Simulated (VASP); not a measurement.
## Se: electric field gradients with PBE

Se:

```
Se
1.0
     5.68100    3.27993    1.44680
    -5.68100    3.27993    1.44680
     0.00000   -6.55985    1.44680
Se
6
Direct
  0.28066 0.16251 0.91818
  0.91818 0.28066 0.16251
  0.16251 0.91818 0.28066
  0.71934 0.83749 0.08182
  0.08182 0.71934 0.83749
  0.83749 0.08182 0.71934
```

This cell differs from its parent crystal: zz strain of -2 %.

```
Program                : VASP 6.6.1
Task                   : electric field gradients
Functional             : PBE
Potentials or basis    : VASP PAW PBE potentials, release 64 (Se)
Cutoff                 : 520 eV
k mesh                 : 6 × 6 × 6
Occupations            : fermi-dirac, width 0.01 eV
Spin                   : no spin polarisation
Dipole correction      : no
Further INCAR settings : ALGO = Normal; EDIFF = 1e-08; NBANDS = 27
```

```yaml
Pressure: 3.6 GPa
Largest_force: 0.650 eV/Å
Band_gap_on_the_k_mesh: 1.10 eV (least direct gap 1.34 eV)
Largest_electric_field_gradient_by_atom: Se -552.2 V/Å²
```

Forces on the atoms (eV/Å):
```
Se   0.200  0.431  0.444
Se  -0.473 -0.042  0.444
Se   0.273 -0.388  0.444
Se  -0.200 -0.431 -0.444
Se   0.473  0.042 -0.444
Se  -0.273  0.388 -0.444
```

Stress tensor (GPa, compression positive):
```
3.79 0.00 0.00
0.00 3.79 0.00
0.00 0.00 3.29
```

Levels at points of the mesh, in eV from the valence-band top:
| k point | band 14 | band 15 | band 16 | band 17 | band 18 | band 19 | band 20 | band 21 | band 22 | band 23 |
| --- | --- | --- | --- | --- | --- | --- | --- | --- | --- | --- |
| (0.00, 0.00, 0.00) | -1.34 | -0.91 | -0.91 | -0.76 | -0.76 | 1.65 | 1.65 | 2.52 | 2.77 | 2.77 |
| (0.50, 0.00, 0.00) | -1.61 | -1.45 | -1.06 | -0.47 | -0.43 | 1.60 | 1.79 | 2.53 | 2.98 | 3.11 |
| (0.50, 0.50, 0.00) | -1.53 | -1.49 | -1.26 | -0.98 | -0.49 | 1.39 | 1.66 | 2.28 | 2.95 | 3.43 |
| (0.50, 0.50, 0.50) | -1.66 | -1.66 | -1.45 | -1.45 | 0.00 | 1.34 | 1.34 | 1.80 | 3.51 | 4.26 |

Electric field gradients, principal values (V/Å²):
```tsv
atom	least	middle	greatest (by size)
1 Se	196.161	356.043	-552.204
2 Se	196.161	356.043	-552.204
3 Se	196.161	356.043	-552.204
4 Se	196.161	356.043	-552.204
5 Se	196.161	356.043	-552.204
6 Se	196.161	356.043	-552.204
```

It took 3 min on 1 thread of AMD EPYC 9R45 96-Core Processor (Zen 5), on a shared host, peak memory 0.36 GiB.

Caveat: the cell differs from its parent crystal (zz strain of -2 %); the cell stands under pressure; this functional lacks dispersion, which holds the molecules together, so the pressure and a relaxed volume are unreliable; without QUAD_EFG the Cq values of the log hold for a quadrupole moment of 1 mb, not for the nuclei. A k mesh can miss the band edges.
